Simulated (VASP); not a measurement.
Here is a VASP 6.6.1 calculation.

The input INCAR:

```
ALGO = Normal ; EDIFF = 1E-6
ENCUT = 520 ; GGA = PE
ISIF = 2 ; ISMEAR = 0
LASPH = True ; LCHARG = False
LREAL = False ; LWAVE = False
NBANDS = 16 ; NELM = 100
PREC = Accurate ; SIGMA = 0.01
```

Contents of KPOINTS:

```
k-points
0
Gamma
  6 6 6
```

Contents of POSCAR:

```
InP
1.0
    0.0000000000      2.9537876425      2.9537876425
    2.9537876425      0.0000000000      2.9537876425
    2.9537876425      2.9537876425      0.0000000000
In P
1 1
Direct
    0.0000000000      0.0000000000      0.0000000000
    0.2500000000      0.2500000000      0.2500000000
```

Potentials or basis: VASP PAW PBE potentials, release 64 (In_d, P).

Run with:

```bash
$ cat potpaw_PBE.64/In_d/POTCAR potpaw_PBE.64/P/POTCAR > POTCAR
$ mpirun -np 1 vasp_std > vasp.out
```

Estimate the pressure.

1.6 GPa.

What does it give for the band gap on the k mesh?

0.58 eV, direct.

Caveat: spin-orbit coupling is left out, which moves the levels of the heavy elements. PBE gaps usually lie below the measured ones, often by a third to a half.
